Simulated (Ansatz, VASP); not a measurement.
**Two plane-wave programs on Au**

The input INCAR:

```
SYSTEM = Au
PREC = Accurate
ENCUT = 520
EDIFF = 1E-7
ISMEAR = 0
SIGMA = 0.15
LREAL = .FALSE.
LASPH = .TRUE.
NELM = 60
ALGO = Fast
ISIF = 2
LWAVE = .FALSE.
LCHARG = .FALSE.
GGA = PS
NBANDS = 12
```

The input KPOINTS:

```
regular mesh
0
G
  28 28 28
  0 0 0
```

Contents of POSCAR:

```
Au
1.0
    0.0000000000      2.1556031387      1.8322626679
    2.1556031387      0.0000000000      1.8322626679
    2.1556031387      2.1556031387      0.0000000000
Au
1
Direct
    0.0000000000      0.0000000000      0.0000000000
```

Input for Ansatz:

```yaml
crystal:
  lattice:
    - [0.0, 2.1556031387, 1.8322626679]
    - [2.1556031387, 0.0, 1.8322626679]
    - [2.1556031387, 2.1556031387, 0.0]
  atoms:
    - { symbol: Au, position: [0.0, 0.0, 0.0] }
basis:
  ecutwfc: 420
kpoints:
  mp_grid: { grid: [28, 28, 28] }
hamiltonian:
  xc: pbesol
scf:
  occupations: { method: gaussian, width: 0.15 }
output:
  forces: true
  stress: true
  eigenvalues: true
```

Alike in both runs: task single point; functional PBEsol; k mesh 28 × 28 × 28; occupations gaussian, width 0.15 eV; no spin polarisation.

|  | VASP | Ansatz |
| --- | --- | --- |
| version | VASP 6.6.1 | Ansatz 0.2.0 |
| potentials or method | VASP PAW PBE potentials, release 64 (Au), cutoff 520 eV | scalar-relativistic, plane waves, PAW |
| valence electrons in the cell | 11 | 19 |

Ansatz gave:

| Item | Value |
| --- | --- |
| gap on the k mesh at the Fermi level (eV) | none |
| pressure (GPa) | 0.2 |
| traceless stress, the component that is largest in VASP (GPa) | 0.78 |

**Question.** Estimate VASP's values.

**Answer.** gap on the k mesh at the Fermi level (eV): none; pressure (GPa): -0.1; traceless stress, the component that is largest in VASP (GPa): 0.80.

VASP's potentials were made for PBE, not for PBEsol. A gap of «none» marks a metal or a gap that the smearing closes. With one functional, cell and mesh, what is left measures potentials, basis and numerics. VASP's potentials hold 11 valence electrons a cell and Ansatz's 19, so a difference there can come from the potentials and not from the codes.

Neither program's run includes spin-orbit coupling.
